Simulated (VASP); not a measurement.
# Si2Ni (Fm-3m) in VASP: notebook

Si2Ni is run at these levels: LDA; tasks: single point.

Everything below comes from runs of VASP 6.6.1. Logs are shortened: lines on timing, memory, paths and dates and some standing lists are left out, and cuts for length are marked.

### 1 The cell of the first run

It takes space group Fm-3m (No. 225, cubic). The conventional cell has a = 5.128 Å, b = 5.128 Å, c = 5.128 Å, α = 90.00°, β = 90.00°, γ = 90.00°. Si (site symmetry -43m) has 4 Ni at 2.22 Å and 6 Si at 2.56 Å within 2.9 Å. Within 2.9 Å of Ni (site symmetry m-3m) lie 8 Si at 2.22 Å.

### 2 Single point, LDA, collinear spin, ferromagnetic start (11.24 Å³/atom)

Input file INCAR:

```
PREC = Accurate
ENCUT = 520
EDIFF = 1E-6
ISMEAR = 0
SIGMA = 0.15
LREAL = False
LASPH = True
NELM = 150
ALGO = Normal
ISIF = 2
LWAVE = False
LCHARG = False
ISPIN = 2
MAGMOM = 0 0 1
LORBIT = 11
NUPDOWN = 1.0
LMAXMIX = 4
NBANDS = 20
```

Input file KPOINTS:

```
Automatic mesh
0
Gamma
  14 14 14
```

Input file POSCAR:

```
Si2Ni
1.0
    0.0000000000      2.5638994933      2.5638994933
    2.5638994933      0.0000000000      2.5638994933
    2.5638994933      2.5638994933      0.0000000000
Si Ni
2 1
Direct
    0.2500000000      0.2500000000      0.2500000000
    0.7500000000      0.7500000000      0.7500000000
    0.0000000000      0.0000000000      0.0000000000
```

Potentials or basis: VASP PAW LDA potentials, release 64 (Si, Ni).

Run with:

```
$ cat potpaw_LDA.64/Si/POTCAR potpaw_LDA.64/Ni/POTCAR > POTCAR
$ mpirun -np 1 vasp_std > vasp.out
```

OUTCAR:

```text
PREC = Accurate
   ENCUT = 520
   EDIFF = 1E-6
   ISMEAR = 0
   LREAL = False
   LASPH = True
   NELM = 150
   ISIF = 2
   ISPIN = 2
   LORBIT = 11
   NUPDOWN = 1.0

 ion  position               nearest neighbor table
   1  0.250  0.250  0.250-   3 2.22   3 2.22   3 2.22   3 2.22   2 2.56   2 2.56   2 2.56   2 2.56
                             2 2.56   2 2.56
   2  0.750  0.750  0.750-   3 2.22   3 2.22   3 2.22   3 2.22   1 2.56   1 2.56   1 2.56   1 2.56
                             1 2.56   1 2.56
   3  0.000  0.000  0.000-   2 2.22   2 2.22   2 2.22   1 2.22   2 2.22   1 2.22   1 2.22   1 2.22

  LATTYP: Found a face centered cubic cell.
 ALAT       =     5.1277989866

  Lattice vectors:

 A1 = (   0.0000000000,   2.5638994933,   2.5638994933)
 A2 = (   2.5638994933,   0.0000000000,   2.5638994933)
 A3 = (   2.5638994933,   2.5638994933,   0.0000000000)

Analysis of symmetry for initial positions (statically):
=====================================================================
 Subroutine PRICEL returns:
 Original cell was already a primitive cell.

 Routine SETGRP: Setting up the symmetry group for a
 face centered cubic supercell.

 Subroutine GETGRP returns: Found 48 space group operations
 (whereof 48 operations were pure point group operations)
 out of a pool of 48 trial point group operations.

The static configuration has the point symmetry O_h .

Analysis of symmetry for dynamics (positions and initial velocities):
=====================================================================
 Subroutine PRICEL returns:
 Original cell was already a primitive cell.

 Routine SETGRP: Setting up the symmetry group for a
 face centered cubic supercell.

 Subroutine GETGRP returns: Found 48 space group operations
 (whereof 48 operations were pure point group operations)
 out of a pool of 48 trial point group operations.

The dynamic configuration has the point symmetry O_h .

Analysis of structural, dynamic, and magnetic symmetry:
=====================================================================
 Subroutine PRICEL returns:
 Original cell was already a primitive cell.

 Routine SETGRP: Setting up the symmetry group for a
 face centered cubic supercell.

 Subroutine GETGRP returns: Found 48 space group operations
 (whereof 48 operations were pure point group operations)
 out of a pool of 48 trial point group operations.

The overall configuration has the point symmetry O_h .

 Subroutine INISYM returns: Found 48 space group operations
 (whereof 48 operations are pure point group operations),
 and found     1 'primitive' translations

----------------------------------------------------------------------------------------

                                     Primitive cell

  volume of cell :      33.7080

  direct lattice vectors                    reciprocal lattice vectors
     0.000000000  2.563899493  2.563899493    -0.195015445  0.195015445  0.195015445
     2.563899493  0.000000000  2.563899493     0.195015445 -0.195015445  0.195015445
     2.563899493  2.563899493  0.000000000     0.195015445  0.195015445 -0.195015445

  length of vectors
     3.625901436  3.625901436  3.625901436     0.337776659  0.337776659  0.337776659

  position of ions in fractional coordinates (direct lattice)
     0.250000000  0.250000000  0.250000000
     0.750000000  0.750000000  0.750000000
     0.000000000  0.000000000  0.000000000

  ion indices of the primitive-cell ions
   primitive index   ion index
                 1           1
                 2           2
                 3           3

----------------------------------------------------------------------------------------

 KPOINTS: Automatic mesh

Automatic generation of k-mesh.
 Grid dimensions read from file:
 generate k-points for:   14   14   14

 Generating k-lattice:

  Cartesian coordinates                     Fractional coordinates (reciprocal lattice)
    -0.013929675  0.013929675  0.013929675     0.071428571  0.000000000  0.000000000
     0.013929675 -0.013929675  0.013929675     0.000000000  0.071428571  0.000000000
     0.013929675  0.013929675 -0.013929675     0.000000000  0.000000000  0.071428571

  Length of vectors
     0.024126904  0.024126904  0.024126904

  Shift w.r.t. Gamma in fractional coordinates (k-lattice)
     0.000000000  0.000000000  0.000000000

 Subroutine IBZKPT returns following result:
 ===========================================

 Found    104 irreducible k-points:

 Following reciprocal coordinates:
            Coordinates               Weight
  0.000000  0.000000  0.000000      1.000000
  0.071429  0.000000  0.000000      8.000000
  0.142857  0.000000  0.000000      8.000000
  0.214286  0.000000  0.000000      8.000000
  0.285714  0.000000  0.000000      8.000000
  0.357143  0.000000  0.000000      8.000000
[... 16 lines left out ...]
  0.214286  0.142857  0.000000     24.000000
  0.285714  0.142857  0.000000     24.000000
 [... further k-points ...]
   k-points           NKPTS =    104   k-points in BZ     NKDIM =    104   number of bands    NBANDS=     20
   number of dos      NEDOS =    301   number of ions     NIONS =      3
   total plane-waves  NPLWV =  21952
   dimension x,y,z NGX =    28 NGY =   28 NGZ =   28
   dimension x,y,z NGXF=    56 NGYF=   56 NGZF=   56
   ions per type =               2   1
   NGX,Y,Z   is equivalent  to a cutoff of  12.84, 12.84, 12.84 a.u.
   NGXF,Y,Z  is equivalent  to a cutoff of  25.68, 25.68, 25.68 a.u.
 SYSTEM =  unknown system
   PREC   = accura    normal or accurate (medium, high low for compatibility)
   ISTART =      0    job   : 0-new  1-cont  2-samecut
   ICHARG =      2    charge: 1-file 2-atom 10-const
   ISPIN  =      2    spin polarized calculation?
   LNONCOLLINEAR =      F non collinear calculations
   LSORBIT =      F    spin-orbit coupling
   LASPH  =      T    aspherical Exc in radial PAW
   ENCUT  =  520.0 eV  38.22 Ry    6.18 a.u.   6.74  6.74  6.74*2*pi/ulx,y,z
   NELM   =    150;   NELMIN=  2; NELMDL= -5     # of ELM steps
   EDIFF  = 0.1E-05   stopping-criterion for ELM
   LREAL  =      F    real-space projection
   EDIFFG = 0.1E-04   stopping-criterion for IOM
   NSW    =      0    number of steps for IOM
   IBRION =     -1    ionic relax: 0-MD 1-quasi-New 2-CG
   NFREE  =      0    steps in history (QN), initial steepest desc. (CG)
   ISIF   =      2    stress and relaxation
   ISYM   =      2    0-nonsym 1-usesym 2-fastsym
   POTIM  = 0.5000    time-step for ionic-motion
   TEBEG  =    0.0;   TEEND  =   0.0 temperature during run
   PSTRESS=    0.0 pullay stress
   NELECT =      18.0000    total number of electrons
   NUPDOWN=       1.0000    fix difference up-down
   EMIN   =  10.00;   EMAX   =-10.00  energy-range for DOS
   EFERMI =   0.00;   METHOD = LEGACY
   ISMEAR =     0;   SIGMA  =   0.15  broadening in eV -4-tet -1-fermi 0-gaus
   EFERMI_NEDOS =   21; number of points for ismear=-14 and -15
   IALGO  =     38    algorithm
   IMIX   =      4    mixing-type and parameters
     AMIX     =   0.40;   BMIX     =  1.00
     AMIX_MAG =   1.60;   BMIX_MAG =  1.00
  volume/ion in A,a.u.               =      11.24        75.82
  Fermi-wavevector in a.u.,A,eV,Ry     =   1.328173  2.509883 24.001272  1.764044
  Thomas-Fermi vector in A             =   2.457430
   LORBIT       =     11    0 simple, 1 ext, 2 COOP (PROOUT), +10 PAW based schemes
   GGA     = CA    functional components
   LHFCALC =     F    Hartree Fock is set to
   AEXX    =    0.0000 exact exchange contribution
   IVDW    =     0    specifies the selected vdW correction
   LEPSILON=     F    determine dielectric tensor
   LRPA    =     F    only Hartree local field effects (RPA)
 spin polarized calculation
 Gauss-broadening in eV      SIGMA  =   0.15
  energy-cutoff  :      520.00
  volume of cell :       33.71
 maximum number of plane-waves:       934
   NGX = 13   NGY = 13   NGZ = 13

 number of electron      18.0000004 magnetization       1.0000000

 Free energy of the ion-electron system (eV)
  ---------------------------------------------------
  ext. energy  EPLUGINS =         0.00000000
  ---------------------------------------------------
  free energy    TOTEN  =       -18.83857944 eV

  energy without entropy =      -18.82612512  energy(sigma->0) =      -18.83235228

 E-fermi :  11.2267     XC(G=0): -12.4996

 val. band max:       13.7750233265   @ k =   0.2143   0.1429   0.0714
 cond. band min:      11.2354723217   @ k =   0.4286   0.2857   0.1429
 fundamental gap:     -2.5395510048
 Fermi energy:        13.7840980885

 spin component 1

 k-point     1 :       0.0000    0.0000    0.0000
  band No.  band energies     occupation
      1      -2.6465      1.00000
      2       6.3470      1.00000
      3       6.3470      1.00000
      4       6.3470      1.00000
      5       8.2132      1.00000
      6       8.2132      1.00000
[... 12 lines left out ...]
     19      22.2313      0.00000
[... 513 lines left out ...]
      4       6.5908      1.00000
      5       7.6332      1.00000
      6       8.3859      1.00000
[... 12 lines left out ...]
     19      26.8962      0.00000
     20      29.3091      0.00000

 [... further k-points ...]

 spin component 2

 k-point     1 :       0.0000    0.0000    0.0000
  band No.  band energies     occupation
      1      -2.3825      1.00000
      2       6.6875      1.00000
      3       6.6875      1.00000
      4       6.6875      1.00000
      5       8.5351      1.00000
      6       8.5351      1.00000
[... 12 lines left out ...]
     19      22.4787      0.00000
[... 513 lines left out ...]
      4       6.9267      1.00000
      5       7.9432      1.00000
      6       8.7133      1.00000
[... 12 lines left out ...]
     19      27.1516      0.00000
     20      29.5938      0.00000

 [... further k-points ...]

------------------------ aborting loop because EDIFF is reached ----------------------------------------

  FORCE on cell =-STRESS in cart. coord.  units (eV):
  Direction    XX          YY          ZZ          XY          YZ          ZX
  --------------------------------------------------------------------------------------
  -------------------------------------------------------------------------------------
  Total        7.2892509      7.2892509      7.2892509     -0.0000000      0.0000000     -0.0000000
  in kB      346.4658981    346.4658981    346.4658981     -0.0000000      0.0000000     -0.0000000
  external PRESSURE =     346.4658981 kB  Pullay stress =       0.0000000 kB

 VOLUME and BASIS-vectors are now :
 -----------------------------------------------------------------------------
  energy-cutoff  :      520.00
  volume of cell :       33.71
      direct lattice vectors                 reciprocal lattice vectors
     0.000000000  2.563899493  2.563899493    -0.195015445  0.195015445  0.195015445
     2.563899493  0.000000000  2.563899493     0.195015445 -0.195015445  0.195015445
     2.563899493  2.563899493  0.000000000     0.195015445  0.195015445 -0.195015445

 POSITION                                       TOTAL-FORCE (eV/Angst)
 -----------------------------------------------------------------------------------
      1.28195      1.28195      1.28195        -0.000000     -0.000000     -0.000000
      3.84585      3.84585      3.84585         0.000000      0.000000      0.000000
      0.00000      0.00000      0.00000        -0.000000     -0.000000     -0.000000
 -----------------------------------------------------------------------------------
    total drift:                               -0.000000     -0.000000      0.000000

  FREE ENERGIE OF THE ION-ELECTRON SYSTEM (eV)
  ---------------------------------------------------
  free  energy   TOTEN  =       -18.8385794418 eV

  energy  without entropy=      -18.8261251218  energy(sigma->0) =      -18.83235228

 total charge

# of ion       s       p       d       tot
------------------------------------------
    1        0.759   0.953   0.000   1.712
    2        0.759   0.953   0.000   1.712
    3        0.657   0.999   8.610  10.266
--------------------------------------------------
tot          2.175   2.905   8.610  13.690

 magnetization (x)

# of ion       s       p       d       tot
------------------------------------------
    1        0.058   0.068   0.000   0.126
    2        0.058   0.068   0.000   0.126
    3        0.009   0.095   0.345   0.450
--------------------------------------------------
tot          0.125   0.231   0.345   0.702
```

Run time: 2.3 min. Hardware: 1 thread of AMD EPYC 7R13 (Zen 3), shared host; peak memory 0.19 GiB.

What came out:

```yaml
Free_energy: -18.8386 eV
Pressure: 34.6 GPa
Net_moment: 1.00 μB per cell
Site_moments: Si +0.13; Ni +0.45 μB
Valence_electrons_inside_the_program's_atomic_spheres: Si 1.71; Ni 10.27
```

Caveat: the cell stands under pressure; the total moment is fixed, so each spin has its own Fermi level.

### 3 Single point, LDA, collinear spin, ferromagnetic start (13.53 Å³/atom)

This run uses another cell than the first one, of 13.53 Å³/atom.

Input file INCAR:

```
ALGO = Normal
EDIFF = 1E-7
ENCUT = 520
ISIF = 2
ISMEAR = 0
ISPIN = 2
LASPH = T
LCHARG = F
LMAXMIX = 4
LORBIT = 11
LREAL = F
LWAVE = F
MAGMOM = 0 0 0.875
NBANDS = 20
NELM = 150
NUPDOWN = 0.875
PREC = Accurate
SIGMA = 0.15
```

Input file KPOINTS:

```
k-points
0
Gamma
  14 14 14
```

Input file POSCAR:

```
Si2Ni
1.0
    0.0000000000      2.7279671969      2.7279671969
    2.7279671969      0.0000000000      2.7279671969
    2.7279671969      2.7279671969      0.0000000000
Si Ni
2 1
Direct
    0.2500000000      0.2500000000      0.2500000000
    0.7500000000      0.7500000000      0.7500000000
    0.0000000000      0.0000000000      0.0000000000
```

Potentials or basis: VASP PAW LDA potentials, release 64 (Si, Ni).

Run with:

```
$ cat potpaw_LDA.64/Si/POTCAR potpaw_LDA.64/Ni/POTCAR > POTCAR
$ mpirun -np 1 vasp_std > vasp.out
```

Wall time 4.5 min (1 thread of Intel Xeon 8259CL, shared host); peak memory 0.25 GiB.

It converged, with:

```
Free energy                                           : -19.4596 eV
Pressure                                              : -5.7 GPa
Net moment                                            : 0.88 μB per cell
Site moments                                          : Si +0.11; Ni +0.40 μB
Valence electrons inside the program's atomic spheres : Si 1.59; Ni 9.76
```

Caveat: the cell stands under tension; the total moment is fixed, so each spin has its own Fermi level.

### 4 Single point, LDA, collinear spin, ferromagnetic start (13.53 Å³/atom)

This run uses another cell than the first one, of 13.53 Å³/atom.

Input file INCAR:

```
  PREC = Accurate
  ENCUT = 520
  EDIFF = 1E-6
  ISMEAR = 0
  SIGMA = 0.15
  LREAL = False
  LASPH = True
  NELM = 150
  ALGO = Normal
  ISIF = 2
  LWAVE = False
  LCHARG = True
  ISPIN = 2
  MAGMOM = 0 0 0.625
  LORBIT = 11
  NUPDOWN = 0.625
  LMAXMIX = 4
  GGA = CA
  LELF = True
  LVHAR = True
  NBANDS = 20
```

Input file KPOINTS:

```
Automatic mesh
0
Gamma
  14 14 14
```

POSCAR is that of step 3.

Run with:

```
$ cat potpaw_LDA.64/Si/POTCAR potpaw_LDA.64/Ni/POTCAR > POTCAR
$ mpirun -np 1 vasp_std > vasp.out
```

Run time: 4.9 min. Hardware: 1 thread of Intel Xeon 8259CL, shared host; peak memory 0.25 GiB.

It converged, with:

```
Free energy                                           : -19.6502 eV
Pressure                                              : -7.2 GPa
Net moment                                            : 0.62 μB per cell
Site moments                                          : Si +0.08; Ni +0.29 μB
Valence electrons inside the program's atomic spheres : Si 1.59; Ni 9.76
```

Caveat: the cell stands under tension; the total moment is fixed, so each spin has its own Fermi level.

### 5 Summary

| fixed moment (μB) | cell | pressure (GPa) | moment (μB) |
| --- | --- | --- | --- |
| 1.0 | a = 3.626 Å, angles 60.0°, 3 atoms | 34.6 | 1.00 |
| 0.875 | a = 3.858 Å, angles 60.0°, 3 atoms | -5.7 | 0.88 |
| 0.625 | a = 3.858 Å, angles 60.0°, 3 atoms | -7.2 | 0.62 |

Alike in all rows: task single point; level LDA; potentials or basis VASP PAW LDA potentials, release 64 (Si, Ni); spin collinear, ferromagnetic start; k mesh 14 × 14 × 14; cutoff (eV) 520; smearing gaussian 0.15 eV.

Caveats: the total moment is fixed, so each spin has its own Fermi level; the cell stands under tension (at least some runs); the cell stands under pressure (at least some runs).

Absolute energies hang on the potentials; compare differences alone.
